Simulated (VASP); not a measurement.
# NaCl (Fm-3m) in VASP: a series of runs

Aim: see how the results for NaCl move with the level of theory and the settings. Levels: revPBE, PBE, HSE06+D3(BJ), HF. Tasks: relaxation of cell and atoms, single point.

Program: VASP 6.6.1. These are calculated values, not measurements. Logs are shortened: lines on timing, memory, paths and dates and some standing lists are left out, and cuts for length are marked.

**1. The cell of the first run**

The structure is cubic, space group Fm-3m (No. 225). The conventional cell has a = 5.588 Å, b = 5.588 Å, c = 5.588 Å, α = 90.00°, β = 90.00°, γ = 90.00°. Within 3.7 Å of Cl (site symmetry m-3m) lie 6 Na at 2.79 Å. Within 3.7 Å of Na (site symmetry m-3m) lie 6 Cl at 2.79 Å.

**2. Relaxation of cell and atoms, revPBE**

Contents of INCAR:

```
SYSTEM = NaCl
PREC = Accurate ; ENCUT = 600
EDIFF = 1E-7 ; ISMEAR = -1
SIGMA = 0.05 ; LREAL = .FALSE.
LASPH = .TRUE. ; NELM = 60
ALGO = Normal ; ISIF = 3
LWAVE = .FALSE. ; LCHARG = .FALSE.
GGA = RE ; IBRION = 2
NSW = 80 ; EDIFFG = -0.01
```

Contents of KPOINTS:

```
regular mesh
0
G
  8 8 8
  0 0 0
```

Contents of POSCAR:

```
NaCl
1.0
    0.0000000000      2.7940632177      2.7940632177
    2.7940632177      0.0000000000      2.7940632177
    2.7940632177      2.7940632177      0.0000000000
Cl Na
1 1
Direct
    0.5000000000      0.5000000000      0.5000000000
    0.0000000000      0.0000000000      0.0000000000
```

Potentials or basis: VASP PAW PBE potentials, release 64 (Cl, Na_pv).

Started as:

```console
$ cat potpaw_PBE.64/Cl/POTCAR potpaw_PBE.64/Na_pv/POTCAR > POTCAR
$ mpirun -np 1 vasp_std > vasp.out
```

OUTCAR:

```text
SYSTEM = NaCl
   PREC = Accurate
   ENCUT = 600
   EDIFF = 1E-7
   ISMEAR = -1
   LREAL = .FALSE.
   LASPH = .TRUE.
   NELM = 60
   ISIF = 3
   GGA = RE
   IBRION = 2
   NSW = 80
   EDIFFG = -0.01

 ion  position               nearest neighbor table
   1  0.500  0.500  0.500-
   2  0.000  0.000  0.000-

  LATTYP: Found a face centered cubic cell.
 ALAT       =     5.5881264354

  Lattice vectors:

 A1 = (   0.0000000000,   2.7940632177,   2.7940632177)
 A2 = (   2.7940632177,   0.0000000000,   2.7940632177)
 A3 = (   2.7940632177,   2.7940632177,   0.0000000000)

Analysis of symmetry for initial positions (statically):
=====================================================================
 Subroutine PRICEL returns:
 Original cell was already a primitive cell.

 Routine SETGRP: Setting up the symmetry group for a
 face centered cubic supercell.

 Subroutine GETGRP returns: Found 48 space group operations
 (whereof 48 operations were pure point group operations)
 out of a pool of 48 trial point group operations.

The static configuration has the point symmetry O_h .

Analysis of symmetry for dynamics (positions and initial velocities):
=====================================================================
 Subroutine PRICEL returns:
 Original cell was already a primitive cell.

 Routine SETGRP: Setting up the symmetry group for a
 face centered cubic supercell.

 Subroutine GETGRP returns: Found 48 space group operations
 (whereof 48 operations were pure point group operations)
 out of a pool of 48 trial point group operations.

The dynamic configuration has the point symmetry O_h .

 Subroutine INISYM returns: Found 48 space group operations
 (whereof 48 operations are pure point group operations),
 and found     1 'primitive' translations

----------------------------------------------------------------------------------------

                                     Primitive cell

  volume of cell :      43.6253

  direct lattice vectors                    reciprocal lattice vectors
     0.000000000  2.794063218  2.794063218    -0.178950854  0.178950854  0.178950854
     2.794063218  0.000000000  2.794063218     0.178950854 -0.178950854  0.178950854
     2.794063218  2.794063218  0.000000000     0.178950854  0.178950854 -0.178950854

  length of vectors
     3.951402097  3.951402097  3.951402097     0.309951972  0.309951972  0.309951972

  position of ions in fractional coordinates (direct lattice)
     0.500000000  0.500000000  0.500000000
     0.000000000  0.000000000  0.000000000

  ion indices of the primitive-cell ions
   primitive index   ion index
                 1           1
                 2           2

----------------------------------------------------------------------------------------

 KPOINTS: regular mesh

Automatic generation of k-mesh.
 Grid dimensions read from file:
 generate k-points for:    8    8    8

 Generating k-lattice:

  Cartesian coordinates                     Fractional coordinates (reciprocal lattice)
    -0.022368857  0.022368857  0.022368857     0.125000000  0.000000000  0.000000000
     0.022368857 -0.022368857  0.022368857     0.000000000  0.125000000  0.000000000
     0.022368857  0.022368857 -0.022368857     0.000000000  0.000000000  0.125000000

  Length of vectors
     0.038743996  0.038743996  0.038743996

  Shift w.r.t. Gamma in fractional coordinates (k-lattice)
     0.000000000  0.000000000  0.000000000

 Subroutine IBZKPT returns following result:
 ===========================================

 Found     29 irreducible k-points:

 Following reciprocal coordinates:
            Coordinates               Weight
  0.000000  0.000000  0.000000      1.000000
  0.125000  0.000000  0.000000      8.000000
  0.250000  0.000000  0.000000      8.000000
  0.375000  0.000000  0.000000      8.000000
  0.500000  0.000000  0.000000      4.000000
  0.125000  0.125000  0.000000      6.000000
[... 16 lines left out ...]
  0.500000  0.250000  0.125000     48.000000
 -0.375000  0.250000  0.125000     24.000000
 [... further k-points ...]
   k-points           NKPTS =     29   k-points in BZ     NKDIM =     29   number of bands    NBANDS=     11
   number of dos      NEDOS =    301   number of ions     NIONS =      2
   total plane-waves  NPLWV =  32768
   dimension x,y,z NGX =    32 NGY =   32 NGZ =   32
   dimension x,y,z NGXF=    64 NGYF=   64 NGZF=   64
   ions per type =               1   1
   NGX,Y,Z   is equivalent  to a cutoff of  13.46, 13.46, 13.46 a.u.
   NGXF,Y,Z  is equivalent  to a cutoff of  26.93, 26.93, 26.93 a.u.
 SYSTEM =  NaCl
   PREC   = accura    normal or accurate (medium, high low for compatibility)
   ISTART =      0    job   : 0-new  1-cont  2-samecut
   ICHARG =      2    charge: 1-file 2-atom 10-const
   ISPIN  =      1    spin polarized calculation?
   LNONCOLLINEAR =      F non collinear calculations
   LSORBIT =      F    spin-orbit coupling
   LASPH  =      T    aspherical Exc in radial PAW
   ENCUT  =  600.0 eV  44.10 Ry    6.64 a.u.   7.89  7.89  7.89*2*pi/ulx,y,z
   NELM   =     60;   NELMIN=  2; NELMDL= -5     # of ELM steps
   EDIFF  = 0.1E-06   stopping-criterion for ELM
   LREAL  =      F    real-space projection
   EDIFFG = -.1E-01   stopping-criterion for IOM
   NSW    =     80    number of steps for IOM
   IBRION =      2    ionic relax: 0-MD 1-quasi-New 2-CG
   NFREE  =      1    steps in history (QN), initial steepest desc. (CG)
   ISIF   =      3    stress and relaxation
   ISYM   =      2    0-nonsym 1-usesym 2-fastsym
   POTIM  = 0.5000    time-step for ionic-motion
   TEBEG  =    0.0;   TEEND  =   0.0 temperature during run
   PSTRESS=    0.0 pullay stress
   NELECT =      14.0000    total number of electrons
   NUPDOWN=      -1.0000    fix difference up-down
   EMIN   =  10.00;   EMAX   =-10.00  energy-range for DOS
   EFERMI =   0.00;   METHOD = LEGACY
   ISMEAR =    -1;   SIGMA  =   0.05  broadening in eV -4-tet -1-fermi 0-gaus
   EFERMI_NEDOS =   21; number of points for ismear=-14 and -15
   IALGO  =     38    algorithm
   IMIX   =      4    mixing-type and parameters
     AMIX     =   0.40;   BMIX     =  1.00
     AMIX_MAG =   1.60;   BMIX_MAG =  1.00
  volume/ion in A,a.u.               =      21.81       147.20
  Fermi-wavevector in a.u.,A,eV,Ry     =   1.120825  2.118053 17.092312  1.256249
  Thomas-Fermi vector in A             =   2.257475
   LORBIT       =      0    0 simple, 1 ext, 2 COOP (PROOUT), +10 PAW based schemes
   GGA     = RE    functional components
   LHFCALC =     F    Hartree Fock is set to
   AEXX    =    0.0000 exact exchange contribution
   IVDW    =     0    specifies the selected vdW correction
   LEPSILON=     F    determine dielectric tensor
   LRPA    =     F    only Hartree local field effects (RPA)
 conjugate gradient relaxation of ions
 non-spin polarized calculation
  energy-cutoff  :      600.00
  volume of cell :       43.63
 maximum number of plane-waves:      1475
   NGX = 15   NGY = 15   NGZ = 15

--------------------------------------- Ionic step        1  -------------------------------------------

 number of electron      14.0000010 magnetization

 Free energy of the ion-electron system (eV)
  ---------------------------------------------------
  ext. energy  EPLUGINS =         0.00000000
  ---------------------------------------------------
  free energy    TOTEN  =        -6.40507675 eV

  energy without entropy =       -6.40507675  energy(sigma->0) =       -6.40507675

------------------------ aborting loop because EDIFF is reached ----------------------------------------

  FORCE on cell =-STRESS in cart. coord.  units (eV):
  Direction    XX          YY          ZZ          XY          YZ          ZX
  --------------------------------------------------------------------------------------
  -------------------------------------------------------------------------------------
  Total        0.8902813      0.8902813      0.8902813     -0.0000000      0.0000000      0.0000000
  in kB       32.6963411     32.6963411     32.6963411     -0.0000000      0.0000000      0.0000000
  external PRESSURE =      32.6963411 kB  Pullay stress =       0.0000000 kB
[... 21 lines left out ...]
  energy  without entropy=       -6.4050767463  energy(sigma->0) =       -6.40507675

--------------------------------------- Ionic step        2  -------------------------------------------

 number of electron      13.9999996 magnetization

 E-fermi :   0.2574     XC(G=0):  -7.7172

 val. band max:       -0.8278904246   @ k =   0.0000   0.0000   0.0000
 cond. band min:       4.4241970528   @ k =   0.0000   0.0000   0.0000
 fundamental gap:      5.2520874774
 Fermi energy:         0.2573777788

 k-point     1 :       0.0000    0.0000    0.0000
  band No.  band energies     occupation
      1     -21.7397      2.00000
      2     -21.7397      2.00000
      3     -21.7397      2.00000
      4     -13.3969      2.00000
      5      -0.8279      2.00000
      6      -0.8279      2.00000
      7      -0.8279      2.00000
      8       4.4242      0.00000
      9      10.3980      0.00000
     10      10.3980      0.00000
     11      10.3980      0.00000
[... 391 lines left out ...]
  energy  without entropy=       -6.4564020706  energy(sigma->0) =       -6.45640207

--------------------------------------- Ionic step        4  -------------------------------------------

 number of electron      13.9999998 magnetization

 Free energy of the ion-electron system (eV)
  ---------------------------------------------------
  ext. energy  EPLUGINS =         0.00000000
  ---------------------------------------------------
  free energy    TOTEN  =        -6.45780864 eV

  energy without entropy =       -6.45780864  energy(sigma->0) =       -6.45780864

 E-fermi :  -0.0650     XC(G=0):  -7.4492

 val. band max:       -1.1531320167   @ k =   0.0000   0.0000   0.0000
 cond. band min:       3.8829250287   @ k =   0.0000   0.0000   0.0000
 fundamental gap:      5.0360570453
 Fermi energy:        -0.0649989631

 k-point     1 :       0.0000    0.0000    0.0000
  band No.  band energies     occupation
      1     -22.2089      2.00000
      2     -22.2089      2.00000
      3     -22.2089      2.00000
      4     -13.5996      2.00000
      5      -1.1531      2.00000
      6      -1.1531      2.00000
      7      -1.1531      2.00000
      8       3.8829      0.00000
      9       9.9999      0.00000
     10       9.9999      0.00000
     11       9.9999      0.00000
[... 351 lines left out ...]
  FREE ENERGIE OF THE ION-ELECTRON SYSTEM (eV)
  ---------------------------------------------------
  free  energy   TOTEN  =        -6.4578086440 eV

  energy  without entropy=       -6.4578086440  energy(sigma->0) =       -6.45780864

 reached required accuracy - stopping structural energy minimisation
```

Wall time 38 s (1 thread of Intel Xeon Platinum 8259CL at 2.50GHz (Skylake/Cascade Lake), shared host); peak memory 0.18 GiB.

Results:

| Property | Result |
| --- | --- |
| Free energy | -6.4578 eV |
| Relaxed volume | 24.75 Å³/atom |
| Relaxed cell | a = 4.121 Å, b = 4.121 Å, c = 4.121 Å, α = 60.00°, β = 60.00°, γ = 60.00° |
| Space group after relaxing (to 0.05 Å) | Fm-3m (No. 225) |
| Energy gained by relaxing | 26.4 meV/atom |
| Ionic steps | 4 |
| Pressure after relaxing | 0.0 GPa |
| Band gap on the k mesh | 5.04 eV, direct |

The path:
```csv
step,energy change (eV),largest force (eV/Å),pressure (GPa),volume (Å³)
1,0.0000,0.0000,3.27,43.63
2,-0.0408,0.0000,1.39,46.50
3,-0.0513,0.0000,-0.41,50.51
4,-0.0527,0.0000,-0.03,49.50
```

Final structure:
```
Cl Na
1.0
     0.00000    2.91432    2.91432
     2.91432    0.00000    2.91432
     2.91432    2.91432    0.00000
Cl Na
1 1
Cartesian
  2.9143 2.9143 2.9143
  0.0000 0.0000 0.0000
```

Caveat: the PAW data sets were made with another functional, which shifts forces and pressure a little. As with any semilocal functional, this revPBE gap is likely too small.

**3. Single point, PBE**

This run uses another cell than the first one, of 21.38 Å³/atom, 0.980 times its volume.

Contents of INCAR:

```
PREC = Accurate
ENCUT = 500
EDIFF = 1E-6
ISMEAR = -1
SIGMA = 0.05
LREAL = False
LASPH = True
NELM = 120
ALGO = Normal
ISIF = 2
LWAVE = False
LCHARG = False
GGA = PE
NBANDS = 14
GGA_COMPAT = False
```

Contents of KPOINTS:

```
regular mesh
0
Gamma
  8 8 8
```

Contents of POSCAR:

```
NaCl
1.0
    0.0000000000      2.7753105505      2.7753105505
    2.7753105505      0.0000000000      2.7753105505
    2.7753105505      2.7753105505      0.0000000000
Cl Na
1 1
Direct
    0.5000000000      0.5000000000      0.5000000000
    0.0000000000      0.0000000000      0.0000000000
```

Potentials or basis: VASP PAW PBE potentials, release 64 (Cl, Na_pv).

Started as:

```console
$ cat potpaw_PBE.64/Cl/POTCAR potpaw_PBE.64/Na_pv/POTCAR > POTCAR
$ mpirun -np 1 vasp_std > vasp.out
```

OUTCAR:

```text
PREC = Accurate
   ENCUT = 500
   EDIFF = 1E-6
   ISMEAR = -1
   LREAL = False
   LASPH = True
   NELM = 120
   ISIF = 2
   GGA = PE

 ion  position               nearest neighbor table
   1  0.500  0.500  0.500-
   2  0.000  0.000  0.000-

  LATTYP: Found a face centered cubic cell.
 ALAT       =     5.5506211010

  Lattice vectors:

[... 590 lines left out ...]
     13      15.4877      0.00000
     14      16.4768      0.00000

 [... further k-points ...]

------------------------ aborting loop because EDIFF is reached ----------------------------------------

  FORCE on cell =-STRESS in cart. coord.  units (eV):
  Direction    XX          YY          ZZ          XY          YZ          ZX
  --------------------------------------------------------------------------------------
  -------------------------------------------------------------------------------------
  Total        0.5718049      0.5718049      0.5718049      0.0000000      0.0000000      0.0000000
  in kB       21.4285970     21.4285970     21.4285970      0.0000000      0.0000000      0.0000000
  external PRESSURE =      21.4285970 kB  Pullay stress =       0.0000000 kB

 VOLUME and BASIS-vectors are now :
 -----------------------------------------------------------------------------
  energy-cutoff  :      500.00
  volume of cell :       42.75
      direct lattice vectors                 reciprocal lattice vectors
     0.000000000  2.775310550  2.775310550    -0.180160018  0.180160018  0.180160018
     2.775310550  0.000000000  2.775310550     0.180160018 -0.180160018  0.180160018
     2.775310550  2.775310550  0.000000000     0.180160018  0.180160018 -0.180160018

 POSITION                                       TOTAL-FORCE (eV/Angst)
 -----------------------------------------------------------------------------------
      2.77531      2.77531      2.77531         0.000000      0.000000      0.000000
      0.00000      0.00000      0.00000        -0.000000     -0.000000     -0.000000
 -----------------------------------------------------------------------------------
    total drift:                               -0.000000      0.000000      0.000000

  FREE ENERGIE OF THE ION-ELECTRON SYSTEM (eV)
  ---------------------------------------------------
  free  energy   TOTEN  =        -6.7553431815 eV

  energy  without entropy=       -6.7553431814  energy(sigma->0) =       -6.75534318
```

OSZICAR:

```text
N       E                     dE             d eps       ncg     rms          rms(c)
DAV:   1     0.100675946674E+03    0.10068E+03   -0.68968E+03   818   0.967E+02
DAV:   2     0.955629505147E+00   -0.99720E+02   -0.91833E+02   860   0.267E+02
DAV:   3    -0.682138097318E+01   -0.77770E+01   -0.77322E+01  1052   0.715E+01
DAV:   4    -0.694285373119E+01   -0.12147E+00   -0.12142E+00   890   0.946E+00
DAV:   5    -0.694551894684E+01   -0.26652E-02   -0.26650E-02  1054   0.143E+00    0.217E+00
DAV:   6    -0.676153056625E+01    0.18399E+00   -0.29978E-01   988   0.328E+00    0.163E+00
DAV:   7    -0.675005769693E+01    0.11473E-01   -0.81147E-02  1106   0.167E+00    0.111E+00
DAV:   8    -0.675537914280E+01   -0.53214E-02   -0.95653E-03   914   0.852E-01    0.311E-01
DAV:   9    -0.675525202163E+01    0.12712E-03   -0.21968E-04  1034   0.116E-01    0.161E-01
DAV:  10    -0.675535172843E+01   -0.99707E-04   -0.27654E-04   944   0.137E-01    0.602E-02
DAV:  11    -0.675534294572E+01    0.87827E-05   -0.17330E-05  1028   0.405E-02    0.126E-02
DAV:  12    -0.675534318145E+01   -0.23573E-06   -0.19377E-06   950   0.137E-02
   1 F= -.67553432E+01 E0= -.67553432E+01  d E =-.265731E-10
```

Wall time 6.9 s (1 thread of Intel Xeon 6975P-C (Granite Rapids), shared host); peak memory 0.16 GiB.

Results:

| Quantity | Value |
| --- | --- |
| Free energy | -6.7553 eV |
| Pressure | 2.1 GPa |
| Band gap on the k mesh | 5.30 eV, direct |

Expect the measured gap to be larger: semilocal functionals such as PBE lack the derivative discontinuity.

**4. Single point, HSE06+D3(BJ)**

Contents of POSCAR:

```
NaCl
1.0
    0.0000000000      2.7940632177      2.7940632177
    2.7940632177      0.0000000000      2.7940632177
    2.7940632177      2.7940632177      0.0000000000
Cl Na
1 1
Direct
    0.5000000000      0.5000000000      0.5000000000
    0.0000000000      0.0000000000      0.0000000000
```

Contents of INCAR.step1:

```
PREC = Accurate ; ENCUT = 520
EDIFF = 1E-5 ; ISMEAR = 0
SIGMA = 0.05 ; LREAL = False
LASPH = True ; NELM = 80
ALGO = Normal ; ISIF = 2
LWAVE = True ; LCHARG = False
NBANDS = 14 ; GGA = PE
```

Contents of INCAR.step2:

```
PREC = Accurate ; ENCUT = 520
EDIFF = 1E-6 ; ISMEAR = 0
SIGMA = 0.05 ; LREAL = False
LASPH = True ; NELM = 80
ALGO = Normal ; ISIF = 2
LWAVE = False ; LCHARG = False
GGA = PE ; LHFCALC = True
HFSCREEN = 0.2079 ; PRECFOCK = Normal
IVDW = 12 ; VDW_S6 = 1.0
VDW_S8 = 2.31 ; VDW_A1 = 0.383
VDW_A2 = 5.685 ; NBANDS = 14
ISTART = 1
```

Contents of KPOINTS:

```
regular mesh
0
Gamma
  4 4 4
```

Started as:

```console
$ cat potpaw_PBE.64/Cl/POTCAR potpaw_PBE.64/Na_pv/POTCAR > POTCAR
$ cp INCAR.step1 INCAR
$ mpirun -np 1 vasp_std > vasp.out
$ cp INCAR.step2 INCAR
$ mpirun -np 1 vasp_std > vasp.out
```

It took 2 min on 1 thread of Intel Xeon Platinum 8375C at 2.90GHz (Ice Lake), shared host; peak memory 0.27 GiB.

The run converged. Its results:

```
Free energy                : -8.4078 eV
Pressure                   : -1.0 GPa
Band gap on the k mesh     : 6.59 eV, direct
Dispersion energy per atom : -0.268 eV
```

Levels at points of the mesh, in eV from the valence-band top:
```csv
k point,band 4,band 5,band 6,band 7,band 8,band 9,band 10,band 11
"(0.00, 0.00, 0.00)",-13.92,0.00,0.00,0.00,6.59,12.65,12.65,12.65
"(0.50, 0.00, 0.00)",-13.52,-2.13,-0.30,-0.30,8.68,12.48,12.57,12.57
"(0.50, 0.50, 0.00)",-13.47,-1.86,-0.67,-0.67,9.07,9.39,13.10,16.74
```

Caveat: the k points lie up to 0.49 Å⁻¹ apart; the PAW data sets were made with another functional, which shifts forces and pressure a little.

(Continued in part 2 of 2.)
